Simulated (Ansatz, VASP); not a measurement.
**Ge in VASP and in Ansatz**

```xyz
2
Lattice="-2.5745 2.5745 1.3974 2.5745 -2.5745 1.3974 2.5745 2.5745 -1.3974" Properties=species:S:1:pos:R:3 pbc="T T T"
Ge    2.5745    0.0000    0.6987
Ge    0.0000    0.0000    1.3974
```

Alike in both runs: task single point; functional PBEsol; k mesh 12 × 12 × 12; occupations fermi-dirac, width 0.1 eV; no spin polarisation.

|  | VASP | Ansatz |
| --- | --- | --- |
| version | VASP 6.6.1 | Ansatz 0.2.0 |
| potentials or method | VASP PAW PBE potentials, release 64 (Ge_d) | plane waves, PAW |
| plane-wave cutoff (eV) | 500 | 420 |
| valence electrons in the cell | 28 | 28 |

```csv
,VASP,Ansatz,Ansatz less VASP
gap on the k mesh at the Fermi level (eV),none,none,-
pressure (GPa),-0.9,-0.7,+0.14
"traceless stress, the component that is largest in VASP (GPa)",0.74,0.71,-0.029
```

VASP's potentials were made for PBE, not for PBEsol. A gap of «none» marks a metal or a gap that the smearing closes. The functional is the same, so the differences come from potentials, cutoffs and numerics.
